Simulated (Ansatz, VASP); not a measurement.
## One calculation of Pb, two programs

```xyz
1
Lattice="0.0000 2.3710 2.5686 2.3710 0.0000 2.5686 2.3710 2.3710 0.0000" Properties=species:S:1:pos:R:3 pbc="T T T"
Pb    0.0000    0.0000    0.0000
```

Change from the starting cell: strain -0.040 along x and y, +0.040 along z, atoms carried along.

Alike in both runs: task single point; functional PBEsol; k mesh 16 × 16 × 16; occupations gaussian, width 0.15 eV; no spin polarisation.

|  | VASP | Ansatz |
| --- | --- | --- |
| version | VASP 6.6.1 | Ansatz 0.2.0 |
| potentials or method | VASP PAW PBE potentials, release 64 (Pb_d), cutoff 520 eV | scalar-relativistic, plane waves, PAW |
| valence electrons in the cell | 14 | 14 |

Ansatz gave:

| Item | Value |
| --- | --- |
| gap on the k mesh at the Fermi level (eV) | none |
| pressure (GPa) | 2.1 |
| traceless stress, the component that is largest in VASP (GPa) | -1.06 |

Q: Which values does VASP return?

A: gap on the k mesh at the Fermi level (eV): none; pressure (GPa): 2.1; traceless stress, the component that is largest in VASP (GPa): -1.05.

VASP's potentials were made for PBE, not for PBEsol. A gap of «none» marks a metal or a gap that the smearing closes.

Neither program's run includes spin-orbit coupling.
